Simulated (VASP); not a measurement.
Wanted: the native input for a VASP 6.6.1 run.

- Task: single point
- Functional: r2SCAN
- Potentials or basis: VASP PAW PBE potentials, release 64 (Ti_sv, Se)
- Cutoff: 520 eV
- k mesh: 18 × 18 × 6
- Occupations: gaussian, width 0.1 eV
- Spin: no spin polarisation
- Dipole correction: no
- Further INCAR settings: ALGO = Normal; EDIFF = 1e-07; NBANDS = 29

The system is Ti3Se.

```
Ti Se
1.0
     3.19671    0.00000    0.00000
    -1.59836    2.76844    0.00000
     0.00000    0.00000    7.90801
Ti Se
3 1
Direct
  0.33333 0.66667 0.22650
  0.33333 0.66667 0.77350
  0.66667 0.33333 0.50000
  0.00000 0.00000 0.00000
```

One way to write it, as run:

POSCAR

```
Ti3Se
1.0
    3.1967136387      0.0000000000      0.0000000000
   -1.5983568194      2.7684352198      0.0000000000
    0.0000000000      0.0000000000      7.9080089362
Ti Se
3 1
Direct
    0.3333333333      0.6666666667      0.2265020208
    0.3333333333      0.6666666667      0.7734979792
    0.6666666667      0.3333333333      0.5000000000
    0.0000000000      0.0000000000      0.0000000000
```

INCAR.step1

```
SYSTEM = Ti3Se
PREC = Accurate ; ENCUT = 520
ISMEAR = 0 ; SIGMA = 0.1
LREAL = .FALSE. ; LASPH = .TRUE.
NELM = 60 ; NBANDS = 29
GGA = PE ; ALGO = Normal
EDIFF = 1E-4 ; LWAVE = .TRUE.
LCHARG = .FALSE.
```

INCAR.step2

```
SYSTEM = Ti3Se
PREC = Accurate ; ENCUT = 520
EDIFF = 1E-7 ; ISMEAR = 0
SIGMA = 0.1 ; LREAL = .FALSE.
LASPH = .TRUE. ; NELM = 60
ALGO = Normal ; ISIF = 2
LWAVE = .FALSE. ; LCHARG = .FALSE.
METAGGA = R2SCAN ; LMIXTAU = .TRUE.
NBANDS = 29 ; ISTART = 1
```

KPOINTS

```
regular mesh
0
G
  18 18 6
  0 0 0
```

Potentials or basis: VASP PAW PBE potentials, release 64 (Ti_sv, Se).

The run is started by

```console
$ cat potpaw_PBE.64/Ti_sv/POTCAR potpaw_PBE.64/Se/POTCAR > POTCAR
$ cp INCAR.step1 INCAR
$ mpirun -np 1 vasp_std > vasp.out
$ cp INCAR.step2 INCAR
$ mpirun -np 1 vasp_std > vasp.out
```

It gave:

The pressure is 0.4 GPa. The largest force is 0.024 eV/Å and the band gap on the k mesh is zero (bands 21 and 22 overlap by 0.73 eV).

Caveat: the PAW data sets were made with another functional, which shifts forces and pressure a little.

Run time: 18 min on 1 thread of AMD EPYC 9R45 96-Core Processor (Zen 5) (shared host), peak memory 0.34 GiB.
